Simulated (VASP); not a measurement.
# GaN (F-43m) in VASP: a series of runs, part 3 of 3

VASP 6.6.1. Earlier steps stand in the parts before.

**5. Single point, r2SCAN**

The input, POSCAR:

```
GaN
1.0
    0.0000000000      2.2535006075      2.2535006075
    2.2535006075      0.0000000000      2.2535006075
    2.2535006075      2.2535006075      0.0000000000
Ga N
1 1
Direct
    0.0000000000      0.0000000000      0.0000000000
    0.7500000000      0.7500000000      0.7500000000
```

The input, INCAR.step1:

```
PREC = Accurate
ENCUT = 910
ISMEAR = 0
SIGMA = 0.05
LREAL = False
LASPH = True
NELM = 120
NBANDS = 16
GGA = PE
ALGO = Normal
EDIFF = 1E-5
LWAVE = True
LCHARG = False
GGA_COMPAT = False
```

The input, INCAR.step2:

```
PREC = Accurate
ENCUT = 910
EDIFF = 1E-6
ISMEAR = 0
SIGMA = 0.05
LREAL = False
LASPH = True
NELM = 120
ALGO = Normal
ISIF = 2
LWAVE = False
LCHARG = False
METAGGA = R2SCAN
LMIXTAU = True
NBANDS = 16
ISTART = 1
GGA_COMPAT = False
```

The input, KPOINTS:

```
Automatic mesh
0
Gamma
  10 10 10
```

Potentials or basis: VASP PAW PBE potentials, release 64 (Ga_d, N_h).

Run with:

```sh
> cat potpaw_PBE.64/Ga_d/POTCAR potpaw_PBE.64/N_h/POTCAR > POTCAR
> cp INCAR.step1 INCAR
> mpirun -np 1 vasp_std > vasp.out
> cp INCAR.step2 INCAR
> mpirun -np 1 vasp_std > vasp.out
```

OUTCAR:

```text
PREC = Accurate
   ENCUT = 910
   EDIFF = 1E-6
   ISMEAR = 0
   LREAL = False
   LASPH = True
   NELM = 120
   ISIF = 2
   METAGGA = R2SCAN
   ISTART = 1

 ion  position               nearest neighbor table
   1  0.000  0.000  0.000-   2 1.95   2 1.95   2 1.95   2 1.95
   2  0.750  0.750  0.750-   1 1.95   1 1.95   1 1.95   1 1.95

  LATTYP: Found a face centered cubic cell.
 ALAT       =     4.5070012150

  Lattice vectors:

 A1 = (   0.0000000000,   2.2535006075,   2.2535006075)
 A2 = (   2.2535006075,   0.0000000000,   2.2535006075)
 A3 = (   2.2535006075,   2.2535006075,   0.0000000000)

Analysis of symmetry for initial positions (statically):
=====================================================================
 Subroutine PRICEL returns:
 Original cell was already a primitive cell.

 Routine SETGRP: Setting up the symmetry group for a
 face centered cubic supercell.

 Subroutine GETGRP returns: Found 24 space group operations
 (whereof 24 operations were pure point group operations)
 out of a pool of 48 trial point group operations.

The static configuration has the point symmetry T_d .
[... 155 lines left out ...]
  ext. energy  EPLUGINS =         0.00000000
  ---------------------------------------------------
  free energy    TOTEN  =       -21.89665277 eV

  energy without entropy =      -21.89665277  energy(sigma->0) =      -21.89665277

 E-fermi :   5.6298     XC(G=0): -12.6275

 val. band max:        5.3127349930   @ k =   0.0000   0.0000   0.0000
 cond. band min:       7.4292306276   @ k =   0.0000   0.0000   0.0000
 fundamental gap:      2.1164956346
 Fermi energy:         5.6297527302

 k-point     1 :       0.0000    0.0000    0.0000
  band No.  band energies     occupation
      1     -11.4208      2.00000
      2      -8.5192      2.00000
      3      -8.5191      2.00000
      4      -8.5191      2.00000
      5      -8.1683      2.00000
      6      -8.1683      2.00000
[... 433 lines left out ...]
      3      -8.2840      2.00000
      4      -8.2807      2.00000
      5      -8.1066      2.00000
      6      -7.3453      2.00000
[... 8 lines left out ...]
     15      28.6178      0.00000
     16      28.6695      0.00000

 [... further k-points ...]
[... 5 lines left out ...]
  --------------------------------------------------------------------------------------
  -------------------------------------------------------------------------------------
  Total       -0.0303680     -0.0303680     -0.0303680      0.0000000     -0.0000000     -0.0000000
  in kB       -2.1258062     -2.1258062     -2.1258062      0.0000000     -0.0000000     -0.0000000
  external PRESSURE =      -2.1258062 kB  Pullay stress =       0.0000000 kB

 VOLUME and BASIS-vectors are now :
 -----------------------------------------------------------------------------
  energy-cutoff  :      910.00
  volume of cell :       22.89
      direct lattice vectors                 reciprocal lattice vectors
     0.000000000  2.253500607  2.253500607    -0.221877020  0.221877020  0.221877020
     2.253500607  0.000000000  2.253500607     0.221877020 -0.221877020  0.221877020
     2.253500607  2.253500607  0.000000000     0.221877020  0.221877020 -0.221877020

 POSITION                                       TOTAL-FORCE (eV/Angst)
 -----------------------------------------------------------------------------------
      0.00000      0.00000      0.00000        -0.000000     -0.000000      0.000000
      3.38025      3.38025      3.38025         0.000000      0.000000     -0.000000
 -----------------------------------------------------------------------------------
    total drift:                                0.000000      0.000000     -0.000000

  FREE ENERGIE OF THE ION-ELECTRON SYSTEM (eV)
  ---------------------------------------------------
  free  energy   TOTEN  =       -21.8966527652 eV

  energy  without entropy=      -21.8966527652  energy(sigma->0) =      -21.89665277
```

OUTCAR.step1:

```text
PREC = Accurate
   ENCUT = 910
   ISMEAR = 0
   LREAL = False
   LASPH = True
[... 677 lines left out ...]
      0.00000      0.00000      0.00000         0.000000      0.000000      0.000000
      3.38025      3.38025      3.38025        -0.000000     -0.000000     -0.000000
 -----------------------------------------------------------------------------------
    total drift:                               -0.000000     -0.000000     -0.000000

  FREE ENERGIE OF THE ION-ELECTRON SYSTEM (eV)
  ---------------------------------------------------
  free  energy   TOTEN  =       -12.1513350954 eV

  energy  without entropy=      -12.1513350954  energy(sigma->0) =      -12.15133510
```

OSZICAR.step1:

```text
N       E                     dE             d eps       ncg     rms          rms(c)
DAV:   1     0.114254457495E+03    0.11425E+03   -0.12303E+04  1656   0.278E+03
DAV:   2    -0.271081365603E+01   -0.11697E+03   -0.10698E+03  1720   0.429E+02
DAV:   3    -0.139134267026E+02   -0.11203E+02   -0.11071E+02  1736   0.944E+01
DAV:   4    -0.141409983873E+02   -0.22757E+00   -0.22726E+00  1920   0.132E+01
DAV:   5    -0.141434900257E+02   -0.24916E-02   -0.24916E-02  1776   0.133E+00    0.767E+00
DAV:   6    -0.121549761095E+02    0.19885E+01   -0.49808E+00  2232   0.395E+01    0.209E+00
DAV:   7    -0.121577964252E+02   -0.28203E-02   -0.27575E-01  1600   0.613E+00    0.134E+00
DAV:   8    -0.121537209329E+02    0.40755E-02   -0.52955E-02  1776   0.314E+00    0.378E-01
DAV:   9    -0.121511353424E+02    0.25856E-02   -0.90573E-03  2256   0.231E+00    0.809E-02
DAV:  10    -0.121513630506E+02   -0.22771E-03   -0.91064E-04  1808   0.447E-01    0.360E-02
DAV:  11    -0.121513338425E+02    0.29208E-04   -0.15182E-04  2320   0.201E-01    0.798E-03
DAV:  12    -0.121513350954E+02   -0.12528E-05   -0.16904E-05  1552   0.602E-02
   1 F= -.12151335E+02 E0= -.12151335E+02  d E =-.579958E-23
```

Wall time 89 s (1 thread of AMD EPYC 9R45 (Zen 5), shared host); peak memory 0.18 GiB.

What came out:

```yaml
Free_energy: -21.8967 eV
Pressure: -0.2 GPa
Band_gap_on_the_k_mesh: 2.12 eV, direct
```

Caveat: the cutoff is under 1.25 times the usual one of these potentials, so pressure, stress and relaxed cells hold a basis-set (Pulay) error; the PAW data sets were made with another functional, which shifts forces and pressure a little. r2SCAN opens gaps a little over a GGA but as a rule still falls short of measured ones.

**6. The runs side by side**

```csv
potentials or basis,cell,k mesh,cutoff (eV),second run,gap on the mesh (eV),pressure (GPa)
"VASP PAW PBE potentials, release 64 (Ga_d, N)","a = 3.187 Å, angles 60.0°, 2 atoms",10 × 10 × 10,520,-,2.12,-0.1
"VASP PAW PBE potentials, release 64 (Ga_d, N)","a = 4.507 Å, 8 atoms",6 × 6 × 6,520,-,2.12,-0.3
"VASP PAW PBE potentials, release 64 (Ga_d, N)","a = 3.187 Å, angles 60.0°, 2 atoms",12 × 12 × 12,520,-,2.12,-0.1
"VASP PAW PBE potentials, release 64 (Ga_d, N_h)","a = 3.187 Å, angles 60.0°, 2 atoms",10 × 10 × 10,910,hard_potentials,2.12,-0.2
```

Alike in all rows: task single point; level r2SCAN; no spin polarisation; smearing gaussian 0.05 eV.

Caveats: the PAW data sets were made with another functional, which shifts forces and pressure a little; the cutoff is under 1.25 times the usual one of these potentials, so pressure, stress and relaxed cells hold a basis-set (Pulay) error (some runs).

Absolute energies hang on the potentials; compare differences alone.
